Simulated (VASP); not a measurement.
Runs of VASP 6.6.1 on Na. The structure is that of space group P6_3/mmc (No. 194), or close to it. The cells are those of the table. 

```tsv
task	level	cell	k mesh	cutoff (eV)	gap on the mesh (eV)	pressure (GPa)	largest force (eV/Å)
single point	PBEsol	a = 3.716, b = 3.716, c = 5.701 Å, angles 90.0, 90.0, 120.0°, 2 atoms	15 × 15 × 8	520	none	0.2	-
single point	r2SCAN	a = 3.809, b = 3.809, c = 6.222 Å, angles 90.0, 90.0, 120.0°, 2 atoms	15 × 15 × 8	520	none	-0.2	-
single point	PBEsol	a = 3.974, b = 3.921, c = 6.434 Å, angles 90.5, 88.9, 119.6°, 2 atoms	12 × 12 × 6	520	none	-1.0	0.05
single point	PBEsol	a = 3.874, b = 3.874, c = 6.698 Å, angles 90.0, 90.0, 120.0°, 2 atoms	15 × 15 × 8	520	none	-1.0	-
single point	PBEsol	a = 3.767, b = 3.767, c = 6.246 Å, angles 90.0, 90.0, 120.0°, 2 atoms	15 × 15 × 8	520	none	-0.4	-
single point	PBEsol	a = 3.672, b = 3.672, c = 6.092 Å, angles 90.0, 90.0, 120.0°, 2 atoms	15 × 15 × 8	520	none	0.2	-
relaxation of cell and atoms	PBEsol	relaxed from a = 3.767, b = 3.767, c = 6.154 Å, angles 90.0, 90.0, 120.0°, 2 atoms	15 × 15 × 8	600	none	0.0	-
single point	PBEsol	a = 3.720, b = 3.720, c = 6.062 Å, angles 90.0, 90.0, 120.0°, 2 atoms	15 × 15 × 8	520	none	0.0	-
single point	PBEsol	a = 3.767, b = 3.767, c = 6.154 Å, angles 90.0, 90.0, 120.0°, 2 atoms	12 × 12 × 6	520	none	(b)	(a)
single point	PBEsol	a = 3.506, b = 3.506, c = 6.282 Å, angles 90.0, 90.0, 120.0°, 2 atoms	15 × 15 × 8	520	none	0.8	-
```

Alike in all rows: potentials or basis VASP PAW PBE potentials, release 64 (Na_pv); no spin polarisation; smearing gaussian 0.1 eV.

Estimate the missing entries.

(a) 0.03; (b) -0.3.

Caveats: the PAW data sets were made with another functional, which shifts forces and pressure a little.

A gap of «none» marks levels without a gap at the run's occupations.
